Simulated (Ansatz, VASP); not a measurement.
Two plane-wave programs on Cr

Contents of INCAR:

```
SYSTEM = Cr
ALGO = Normal
EDIFF = 1E-6
ENCUT = 520
GGA = PE
ISIF = 2
ISMEAR = -1
LASPH = .True.
LCHARG = .False.
LREAL = .False.
LWAVE = .False.
NBANDS = 19
NELM = 60
PREC = Accurate
SIGMA = 0.1
```

Contents of KPOINTS:

```
k-points
0
Gamma
  24 24 12
  0 0 0
```

File POSCAR:

```
Cr
1.0
    2.5542249309      0.0000000000      0.0000000000
   -1.2771124655      2.2120236772      0.0000000000
    0.0000000000      0.0000000000      4.5605432012
Cr
2
Direct
    0.3333333333      0.6666666667      0.2500000000
    0.6666666667      0.3333333333      0.7500000000
```

Input for Ansatz:

```yaml
crystal:
  lattice:
    - [2.5542249309, 0.0, 0.0]
    - [-1.2771124655, 2.2120236772, 0.0]
    - [0.0, 0.0, 4.5605432012]
  atoms:
    - { symbol: Cr, position: [0.3333333333, 0.6666666667, 0.25] }
    - { symbol: Cr, position: [0.6666666667, 0.3333333333, 0.75] }
hamiltonian:
  xc: pbe
  pseudopotentials:
    kind: paw
    azcp:
      Cr: "pseudopotentials/Cr.paw.azcp"
basis:
  ecutwfc: 420
  fft_grid_basis: typed
kpoints:
  mp_grid: { grid: [24, 24, 12], shift: [0, 0, 0] }
magnetization:
  spin_polarized: false
scf:
  occupations: { method: fermi_dirac, width: 0.1 }
output:
  stress: true
```

Alike in both runs: task single point; functional PBE; k mesh 24 × 24 × 12; occupations fermi-dirac, width 0.1 eV; no spin polarisation.

```csv
,VASP,Ansatz
version,VASP 6.6.1,Ansatz 0.2.0
potentials or method,"VASP PAW PBE potentials, release 64 (Cr_pv), cutoff 520 eV","plane waves (420 eV) with PAW, scalar-relativistic"
valence electrons in the cell,24,28
```

Ansatz gave:

```
pressure (GPa)                                                : -15.4
traceless stress, the component that is largest in VASP (GPa) : 1.03
```

Problem. Estimate VASP's values.

Solution. Pressure (GPa): -15.7; traceless stress, the component that is largest in VASP (GPa): 1.08.

The functional is the same, so the differences come from potentials, cutoffs and numerics. VASP's potentials hold 24 valence electrons a cell and Ansatz's 28, so a difference there can come from the potentials and not from the codes.
